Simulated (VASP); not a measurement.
# MgO in VASP: further runs, part 2 of 2

VASP 6.6.1.

**3. Single point, r2SCAN-based global hybrid with 35 % exact exchange**

Contents of POSCAR:

```
MgO
1.0
    0.0000000000      2.0970013927      2.0970013927
    2.0970013927      0.0000000000      2.0970013927
    2.0970013927      2.0970013927      0.0000000000
Mg O
1 1
Direct
    0.0000000000      0.0000000000      0.0000000000
    0.5000000000      0.5000000000      0.5000000000
```

Contents of INCAR.step1:

```
SYSTEM = MgO
  PREC = Accurate
  ENCUT = 520
  EDIFF = 1E-5
  ISMEAR = -1
  SIGMA = 0.05
  LREAL = .False.
  LASPH = .True.
  NELM = 60
  ALGO = Normal
  ISIF = 2
  LWAVE = .True.
  GGA = PE
  NBANDS = 11
```

Contents of INCAR.step2:

```
SYSTEM = MgO
  PREC = Accurate
  ENCUT = 520
  EDIFF = 1E-6
  ISMEAR = -1
  SIGMA = 0.05
  LREAL = .False.
  LASPH = .True.
  NELM = 60
  ALGO = Normal
  ISIF = 2
  LWAVE = .False.
  LCHARG = .True.
  METAGGA = R2SCAN
  LHFCALC = .True.
  AEXX = 0.35
  LMIXTAU = .True.
  PRECFOCK = Normal
  LELF = .True.
  LVHAR = .True.
  ISTART = 1
  NBANDS = 11
```

Contents of KPOINTS:

```
Automatic mesh
0
Gamma
  6 6 6
  0 0 0
```

Potentials or basis: VASP PAW PBE potentials, release 64 (Mg, O).

The run is started by

```bash
cat potpaw_PBE.64/Mg/POTCAR potpaw_PBE.64/O/POTCAR > POTCAR
cp INCAR.step1 INCAR
mpirun -np 1 vasp_std > vasp.out
cp INCAR.step2 INCAR
mpirun -np 1 vasp_std > vasp.out
```

OUTCAR:

```text
SYSTEM = MgO
   PREC = Accurate
   ENCUT = 520
   EDIFF = 1E-6
   ISMEAR = -1
   LREAL = .False.
   LASPH = .True.
   NELM = 60
   ISIF = 2
   METAGGA = R2SCAN
   LHFCALC = .True.
   AEXX = 0.35
   PRECFOCK = Normal
   ISTART = 1

 ion  position               nearest neighbor table
   1  0.000  0.000  0.000-   2 2.10   2 2.10   2 2.10   2 2.10   2 2.10   2 2.10
   2  0.500  0.500  0.500-   1 2.10   1 2.10   1 2.10   1 2.10   1 2.10   1 2.10

  LATTYP: Found a face centered cubic cell.
 ALAT       =     4.1940027854

  Lattice vectors:

 A1 = (   0.0000000000,   2.0970013927,   2.0970013927)
 A2 = (   2.0970013927,   0.0000000000,   2.0970013927)
 A3 = (   2.0970013927,   2.0970013927,   0.0000000000)

Analysis of symmetry for initial positions (statically):
=====================================================================
 Subroutine PRICEL returns:
 Original cell was already a primitive cell.

 Routine SETGRP: Setting up the symmetry group for a
 face centered cubic supercell.

 Subroutine GETGRP returns: Found 48 space group operations
 (whereof 48 operations were pure point group operations)
 out of a pool of 48 trial point group operations.

The static configuration has the point symmetry O_h .

Analysis of symmetry for dynamics (positions and initial velocities):
=====================================================================
 Subroutine PRICEL returns:
 Original cell was already a primitive cell.

 Routine SETGRP: Setting up the symmetry group for a
 face centered cubic supercell.

 Subroutine GETGRP returns: Found 48 space group operations
 (whereof 48 operations were pure point group operations)
 out of a pool of 48 trial point group operations.

The dynamic configuration has the point symmetry O_h .

 Subroutine INISYM returns: Found 48 space group operations
 (whereof 48 operations are pure point group operations),
 and found     1 'primitive' translations

----------------------------------------------------------------------------------------

                                     Primitive cell

  volume of cell :      18.4428

  direct lattice vectors                    reciprocal lattice vectors
     0.000000000  2.097001393  2.097001393    -0.238435702  0.238435702  0.238435702
     2.097001393  0.000000000  2.097001393     0.238435702 -0.238435702  0.238435702
     2.097001393  2.097001393  0.000000000     0.238435702  0.238435702 -0.238435702

  length of vectors
     2.965607810  2.965607810  2.965607810     0.412982751  0.412982751  0.412982751

  position of ions in fractional coordinates (direct lattice)
     0.000000000  0.000000000  0.000000000
     0.500000000  0.500000000  0.500000000

  ion indices of the primitive-cell ions
   primitive index   ion index
                 1           1
                 2           2

----------------------------------------------------------------------------------------

 KPOINTS: Automatic mesh

Automatic generation of k-mesh.
 Grid dimensions read from file:
 generate k-points for:    6    6    6

 Generating k-lattice:

[... 38 lines left out ...]
   dimension x,y,z NGXF=    48 NGYF=   48 NGZF=   48
   ions per type =               1   1
   NGX,Y,Z   is equivalent  to a cutoff of  13.45, 13.45, 13.45 a.u.
   NGXF,Y,Z  is equivalent  to a cutoff of  26.91, 26.91, 26.91 a.u.
 SYSTEM =  MgO
   PREC   = accura    normal or accurate (medium, high low for compatibility)
   ISTART =      1    job   : 0-new  1-cont  2-samecut
   ICHARG =      0    charge: 1-file 2-atom 10-const
   ISPIN  =      1    spin polarized calculation?
   LNONCOLLINEAR =      F non collinear calculations
   LSORBIT =      F    spin-orbit coupling
   LASPH  =      T    aspherical Exc in radial PAW
   ENCUT  =  520.0 eV  38.22 Ry    6.18 a.u.   5.51  5.51  5.51*2*pi/ulx,y,z
   NELM   =     60;   NELMIN=  2; NELMDL=  0     # of ELM steps
   EDIFF  = 0.1E-05   stopping-criterion for ELM
   LREAL  =      F    real-space projection
   EDIFFG = 0.1E-04   stopping-criterion for IOM
   NSW    =      0    number of steps for IOM
   IBRION =     -1    ionic relax: 0-MD 1-quasi-New 2-CG
   NFREE  =      0    steps in history (QN), initial steepest desc. (CG)
   ISIF   =      2    stress and relaxation
   ISYM   =      3    0-nonsym 1-usesym 2-fastsym
   POTIM  = 0.5000    time-step for ionic-motion
   TEBEG  =    0.0;   TEEND  =   0.0 temperature during run
   PSTRESS=    0.0 pullay stress
   NELECT =       8.0000    total number of electrons
   NUPDOWN=      -1.0000    fix difference up-down
   EMIN   =  10.00;   EMAX   =-10.00  energy-range for DOS
   EFERMI =   0.00;   METHOD = LEGACY
   ISMEAR =    -1;   SIGMA  =   0.05  broadening in eV -4-tet -1-fermi 0-gaus
   EFERMI_NEDOS =   21; number of points for ismear=-14 and -15
   IALGO  =     38    algorithm
   IMIX   =      1    mixing-type and parameters
     AMIX     =   0.40;   BMIX     =  1.00
     AMIX_MAG =   1.60;   BMIX_MAG =  1.00
  volume/ion in A,a.u.               =       9.22        62.23
  Fermi-wavevector in a.u.,A,eV,Ry     =   1.239261  2.341864 20.895389  1.535768
  Thomas-Fermi vector in A             =   2.373752
   LORBIT       =      0    0 simple, 1 ext, 2 COOP (PROOUT), +10 PAW based schemes
   METAGGA = R2SCAN    functional components
   LHFCALC =     T    Hartree Fock is set to
   PRECFOCK=normal    Normal, Fast or Accurate (Low or Medium for compatibility)
   ENCUT4O =  -1.0   cutoff for four orbital integrals eV
   NKREDX  =     1    reduce k-point grid by
   NKREDY  =     1    reduce k-point grid by
   NKREDZ  =     1    reduce k-point grid by
   AEXX    =    0.3500 exact exchange contribution
   HFSCREEN=    0.0000 screening length (either q_TF or 0.3 A-1)
   HFSCREENC=   0.0000 screening length for correlation (either q_TF or 0.3 A-1)
   ENCUTFOCK=  -1.0 apply spherical cutoff to Coloumb kernel
   IVDW    =     0    specifies the selected vdW correction
   LEPSILON=     F    determine dielectric tensor
   LRPA    =     F    only Hartree local field effects (RPA)
 non-spin polarized calculation
  energy-cutoff  :      520.00
  volume of cell :       18.44
 maximum number of plane-waves:       531
 NGX is ok and might be reduce to    24
  NGX = 18; NGY = 18; NGZ = 18

 number of electron       8.0000004 magnetization

 Free energy of the ion-electron system (eV)
  ---------------------------------------------------
  ext. energy  EPLUGINS =         0.00000000
  ---------------------------------------------------
  free energy    TOTEN  =       -18.73747594 eV

  energy without entropy =      -18.73747594  energy(sigma->0) =      -18.73747594

 E-fermi :   1.7203     XC(G=0):  -8.0663

 val. band max:        0.7374001003   @ k =   0.0000   0.0000   0.0000
 cond. band min:       9.5610231813   @ k =   0.0000   0.0000   0.0000
 fundamental gap:      8.8236230810
 Fermi energy:         1.7202692353

 k-point     1 :       0.0000    0.0000    0.0000
  band No.  band energies     occupation
      1     -19.2504      2.00000
      2       0.7374      2.00000
      3       0.7374      2.00000
      4       0.7374      2.00000
      5       9.5610      0.00000
      6      21.0168      0.00000
      7      21.0168      0.00000
      8      21.0168      0.00000
      9      25.0517      0.00000
     10      27.1424      0.00000
     11      27.1424      0.00000
[... 197 lines left out ...]
 k-point    16 :      -0.3333    0.5000    0.1667
  band No.  band energies     occupation
      1     -17.5361      2.00000
      2      -3.2532      2.00000
      3      -1.7834      2.00000
      4      -1.1410      2.00000
      5      15.5656      0.00000
      6      16.7788      0.00000
      7      18.0270      0.00000
      8      22.2255      0.00000
      9      26.2186      0.00000
     10      30.5539      0.00000
     11      32.3485      0.00000

------------------------ aborting loop because EDIFF is reached ----------------------------------------

  FORCE on cell =-STRESS in cart. coord.  units (eV):
  Direction    XX          YY          ZZ          XY          YZ          ZX
  --------------------------------------------------------------------------------------
  -------------------------------------------------------------------------------------
  Total       -0.4801683     -0.4801683     -0.4801683      0.0000000     -0.0000000      0.0000000
  in kB      -41.7136252    -41.7136252    -41.7136252      0.0000000     -0.0000000      0.0000000
  external PRESSURE =     -41.7136252 kB  Pullay stress =       0.0000000 kB

 VOLUME and BASIS-vectors are now :
 -----------------------------------------------------------------------------
  energy-cutoff  :      520.00
  volume of cell :       18.44
      direct lattice vectors                 reciprocal lattice vectors
     0.000000000  2.097001393  2.097001393    -0.238435702  0.238435702  0.238435702
     2.097001393  0.000000000  2.097001393     0.238435702 -0.238435702  0.238435702
     2.097001393  2.097001393  0.000000000     0.238435702  0.238435702 -0.238435702

 POSITION                                       TOTAL-FORCE (eV/Angst)
 -----------------------------------------------------------------------------------
      0.00000      0.00000      0.00000        -0.000000     -0.000000     -0.000000
      2.09700      2.09700      2.09700         0.000000      0.000000      0.000000
 -----------------------------------------------------------------------------------
    total drift:                                0.000000      0.000000      0.000000

  FREE ENERGIE OF THE ION-ELECTRON SYSTEM (eV)
  ---------------------------------------------------
  free  energy   TOTEN  =       -18.7374759385 eV

  energy  without entropy=      -18.7374759384  energy(sigma->0) =      -18.73747594
```

Wall time 5.3 min (1 thread of Intel Xeon Platinum 8559C (Emerald Rapids), shared host); peak memory 0.15 GiB.

What came out:

| Item | Value |
| --- | --- |
| Free energy | -18.7375 eV |
| Pressure | -4.2 GPa |
| Band gap on the k mesh | 8.82 eV |

Levels at points of the mesh, in eV from the valence-band top:
| k point | band 1 | band 2 | band 3 | band 4 | band 5 | band 6 | band 7 | band 8 |
| --- | --- | --- | --- | --- | --- | --- | --- | --- |
| (0.00, 0.00, 0.00) | -19.99 | 0.00 | 0.00 | 0.00 | 8.82 | 20.28 | 20.28 | 20.28 |
| (0.50, 0.00, 0.00) | -18.60 | -5.13 | -0.76 | -0.76 | 12.03 | 17.65 | 20.95 | 20.95 |
| (0.50, 0.50, 0.00) | -18.32 | -4.58 | -1.55 | -1.55 | 13.14 | 14.44 | 18.13 | 24.36 |

Caveat: the k points lie up to 0.43 Å⁻¹ apart; the PAW data sets were made with another functional, which shifts forces and pressure a little.

**4. Single point, PBE (atoms moved at random)**

Contents of INCAR:

```
ALGO     = Normal         # electronic algorithm
EDIFF    = 1E-7           # SCF threshold, eV
ENCUT    = 450            # plane-wave cutoff, eV
ISIF     = 2              # what is computed and relaxed
ISMEAR   = 0              # smearing method
LASPH    = T              # aspherical terms in the spheres
LCHARG   = F              # write CHGCAR
LREAL    = F              # projectors in reciprocal space
LWAVE    = F              # write WAVECAR
NELM     = 100            # most SCF steps
PREC     = Accurate       # precision mode
SIGMA    = 0.02           # smearing width, eV
```

Contents of KPOINTS:

```
k-points
0
Gamma
  9 9 9
```

Contents of POSCAR:

```
MgO
1.0
    0.0000000000      2.0970013927      2.0970013927
    2.0970013927      0.0000000000      2.0970013927
    2.0970013927      2.0970013927      0.0000000000
Mg O
1 1
Direct
   -0.0035920000     -0.0040530000      0.0095850000
    0.4991780000      0.5060980000      0.4910500000
```

Potentials or basis: VASP PAW PBE potentials, release 64 (Mg, O).

The run is started by

```bash
cat potpaw_PBE.64/Mg/POTCAR potpaw_PBE.64/O/POTCAR > POTCAR
mpirun -np 1 vasp_std > vasp.out
```

OUTCAR:

```text
EDIFF = 1E-7
   ENCUT = 450
   ISIF = 2
   ISMEAR = 0
   LASPH = T
   LREAL = F
   NELM = 100
   PREC = Accurate

 Found    365 irreducible k-points:

 Following reciprocal coordinates:
            Coordinates               Weight
  0.000000  0.000000  0.000000      1.000000
  0.111111  0.000000  0.000000      2.000000
  0.000000  0.111111  0.000000      2.000000
  0.000000  0.000000  0.111111      2.000000
  0.111111  0.111111  0.111111      2.000000
  0.222222  0.000000  0.000000      2.000000
   k-points           NKPTS =    365   k-points in BZ     NKDIM =    365   number of bands    NBANDS=      8
   number of dos      NEDOS =    301   number of ions     NIONS =      2
   total plane-waves  NPLWV =  13824
   dimension x,y,z NGX =    24 NGY =   24 NGZ =   24
   dimension x,y,z NGXF=    48 NGYF=   48 NGZF=   48
   ions per type =               1   1
   NGX,Y,Z   is equivalent  to a cutoff of  13.45, 13.45, 13.45 a.u.
   NGXF,Y,Z  is equivalent  to a cutoff of  26.91, 26.91, 26.91 a.u.
 SYSTEM =  unknown system
   PREC   = accura    normal or accurate (medium, high low for compatibility)
   ISTART =      0    job   : 0-new  1-cont  2-samecut
   ICHARG =      2    charge: 1-file 2-atom 10-const
   ISPIN  =      1    spin polarized calculation?
[... 67 lines left out ...]
 k-point     1 :       0.0000    0.0000    0.0000
  band No.  band energies     occupation
      1     -14.0458      2.00000
      2       3.2767      2.00000
      3       3.2782      2.00000
      4       3.2807      2.00000
      5       8.1349      0.00000
      6      19.1600      0.00000
      7      19.1643      0.00000
      8      19.1749      0.00000
[... 45 lines left out ...]
 k-point     6 :       0.2222    0.0000    0.0000
  band No.  band energies     occupation
      1     -13.5552      2.00000
      2       0.9799      2.00000
      3       2.9901      2.00000
      4       2.9938      2.00000
      5      10.2075      0.00000
      6      16.1638      0.00000
      7      19.9836      0.00000
      8      19.9917      0.00000

 [... further k-points ...]

------------------------ aborting loop because EDIFF is reached ----------------------------------------

  FORCE on cell =-STRESS in cart. coord.  units (eV):
  Direction    XX          YY          ZZ          XY          YZ          ZX
  --------------------------------------------------------------------------------------
  -------------------------------------------------------------------------------------
  Total        0.5893526      0.6239277      0.6081140     -0.0045890      0.0071072      0.0037480
  in kB       51.1987859     54.2024230     52.8286388     -0.3986556      0.6174227      0.3256002
  external PRESSURE =      52.7432825 kB  Pullay stress =       0.0000000 kB

 VOLUME and BASIS-vectors are now :
 -----------------------------------------------------------------------------
  energy-cutoff  :      450.00
  volume of cell :       18.44
      direct lattice vectors                 reciprocal lattice vectors
     0.000000000  2.097001393  2.097001393    -0.238435702  0.238435702  0.238435702
     2.097001393  0.000000000  2.097001393     0.238435702 -0.238435702  0.238435702
     2.097001393  2.097001393  0.000000000     0.238435702  0.238435702 -0.238435702

 POSITION                                       TOTAL-FORCE (eV/Angst)
 -----------------------------------------------------------------------------------
      2.10860      2.10957      4.17797        -0.102906     -0.195273      0.159355
      2.09102      2.07651      2.10807         0.102906      0.195273     -0.159355
 -----------------------------------------------------------------------------------
    total drift:                               -0.000134     -0.000065      0.000174

  FREE ENERGIE OF THE ION-ELECTRON SYSTEM (eV)
  ---------------------------------------------------
  free  energy   TOTEN  =       -11.8964412517 eV

  energy  without entropy=      -11.8964412517  energy(sigma->0) =      -11.89644125
```

OSZICAR:

```text
N       E                     dE             d eps       ncg     rms          rms(c)
DAV:   1     0.800893724090E+01    0.80089E+01   -0.45535E+03  7144   0.785E+02
DAV:   2    -0.132011257208E+02   -0.21210E+02   -0.20728E+02  6984   0.126E+02
DAV:   3    -0.134558793479E+02   -0.25475E+00   -0.25475E+00  7632   0.149E+01
DAV:   4    -0.134562405928E+02   -0.36124E-03   -0.36124E-03  7944   0.526E-01
DAV:   5    -0.134562408062E+02   -0.21340E-06   -0.21340E-06  7832   0.943E-03    0.721E+00
DAV:   6    -0.119154030565E+02    0.15408E+01   -0.98546E+00  5840   0.222E+01    0.224E+00
DAV:   7    -0.119016390919E+02    0.13764E-01   -0.38156E-02  6696   0.241E+00    0.132E+00
DAV:   8    -0.118963995085E+02    0.52396E-02   -0.23071E-02  5920   0.230E+00    0.146E-01
DAV:   9    -0.118963382392E+02    0.61269E-04   -0.36027E-04  9112   0.167E-01    0.696E-02
DAV:  10    -0.118964411924E+02   -0.10295E-03   -0.12391E-04  5952   0.117E-01    0.494E-03
DAV:  11    -0.118964412517E+02   -0.59326E-07   -0.92234E-07  9360   0.110E-02
   1 F= -.11896441E+02 E0= -.11896441E+02  d E =-.863036E-15
```

Run time: 28 s. Hardware: 1 thread of Intel Xeon Platinum 8488C (Sapphire Rapids), shared host; peak memory 0.18 GiB.

Results:

```yaml
Free_energy: -11.8964 eV
Largest_force: 0.272 eV/Å
Band_gap_on_the_k_mesh: 4.85 eV
```

Forces in eV/Å, atoms in the order of the input:
```
Mg  -0.103 -0.195  0.159
O    0.103  0.195 -0.159
```

Levels at points of the mesh, in eV from the valence-band top:
| k point | band 2 | band 3 | band 4 | band 5 | band 6 | band 7 |
| --- | --- | --- | --- | --- | --- | --- |
| (0.00, 0.00, 0.00) | 0.00 | 0.00 | 0.00 | 4.85 | 15.88 | 15.88 |

Caveat: the cell differs from its parent crystal (atoms moved at random); the cutoff is under 1.25 times the usual one of these potentials, so pressure, stress and relaxed cells hold a basis-set (Pulay) error.

**5. Single point, PBE**

Contents of INCAR:

```
PREC = Accurate ; ENCUT = 520
EDIFF = 1E-6 ; ISMEAR = 0
SIGMA = 0.027000000000000003 ; LREAL = F
LASPH = T ; NELM = 80
ALGO = Normal ; ISIF = 2
LWAVE = F ; LCHARG = F
GGA = PE ; NBANDS = 11
```

Contents of KPOINTS:

```
Automatic mesh
0
Gamma
  11 11 11
```

Contents of POSCAR:

```
MgO
1.0
    0.0000000000      2.0970013927      2.0970013927
    2.0970013927      0.0000000000      2.0970013927
    2.0970013927      2.0970013927      0.0000000000
Mg O
1 1
Direct
    0.0000000000      0.0000000000      0.0000000000
    0.5000000000      0.5000000000      0.5000000000
```

The run is started by

```bash
cat potpaw_PBE.64/Mg/POTCAR potpaw_PBE.64/O/POTCAR > POTCAR
mpirun -np 1 vasp_std > vasp.out
```

Wall time 8.2 s (1 thread of Intel Xeon Platinum 8259CL at 2.50GHz (Skylake/Cascade Lake), shared host); peak memory 0.14 GiB.

Results (log left out):

```yaml
Free_energy: -11.8977 eV
Pressure: 6.2 GPa
Band_gap_on_the_k_mesh: 4.85 eV
```

Levels at points of the mesh, in eV from the valence-band top:
```
           k point  band 1  band 2  band 3  band 4  band 5  band 6  band 7  band 8  band 9
(0.00, 0.00, 0.00)  -17.33    0.00    0.00    0.00    4.85   15.87   15.87   15.87   19.82
```

Caveat: the cell stands under pressure.

**6. The runs side by side**

| level | cell | k mesh | cutoff (eV) | smearing | dipole correction | grid for exact exchange (PRECFOCK) | share of exact exchange | gap on the mesh (eV) | pressure (GPa) |
| --- | --- | --- | --- | --- | --- | --- | --- | --- | --- |
| r2SCAN-based global hybrid with 15 % exact exchange | as given, atomic positions A | 6 × 6 × 6 | 520 | fermi-dirac 0.05 eV | no | Normal | 0.15 | 7.05 | -1.8 |
| r2SCAN-based global hybrid with 35 % exact exchange | as given, atomic positions A | 6 × 6 × 6 | 520 | fermi-dirac 0.05 eV | no | Normal | 0.35 | 8.82 | -4.2 |
| PBE | as given, atomic positions B | 9 × 9 × 9 | 450 | gaussian 0.02 eV | - | - | - | 4.85 | - |
| PBE | as given, atomic positions A | 11 × 11 × 11 | 520 | gaussian 0.027 eV | no | - | - | 4.85 | 6.2 |

Alike in all rows: task single point; potentials or basis VASP PAW PBE potentials, release 64 (Mg, O); no spin polarisation.

Caveats: some runs use coarse meshes; the PAW data sets were made with another functional, which shifts forces and pressure a little (at least some runs); the cutoff is under 1.25 times the usual one of these potentials, so pressure, stress and relaxed cells hold a basis-set (Pulay) error (at least some runs); the cell stands under pressure (at least some runs).

Absolute energies hang on the potentials; compare differences alone.
